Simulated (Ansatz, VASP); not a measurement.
## AlRu in VASP and in Ansatz

```
Ru Al
1.0
     2.99160    0.00000    0.00000
     0.00000    2.99160    0.00000
     0.00000    0.00000    2.99160
Ru Al
1 1
Direct
  0.50000 0.50000 0.50000
  0.00000 0.00000 0.00000
```

Alike in both runs: task single point; functional PBE0; k mesh 6 × 6 × 6; occupations fermi-dirac, width 0.05 eV; no spin polarisation.

|  | VASP | Ansatz |
| --- | --- | --- |
| version | VASP 6.6.1 | Ansatz 0.2.0 |
| potentials or method | VASP PAW PBE potentials, release 64 (Ru_pv, Al) | Ansatz PAW |
| plane-wave cutoff (eV) | 520 | 420 |
| valence electrons in the cell | 17 | 19 |

```tsv
	VASP	Ansatz	Ansatz less VASP
gap on the k mesh at the Fermi level (eV)	none	none	-
pressure (GPa)	-4.5	-4.5	-0.04
```

A gap of «none» marks a metal or a gap that the smearing closes. With one functional, cell and mesh, what is left measures potentials, basis and numerics. VASP's potentials hold 17 valence electrons a cell and Ansatz's 19, so a difference there can come from the potentials and not from the codes.
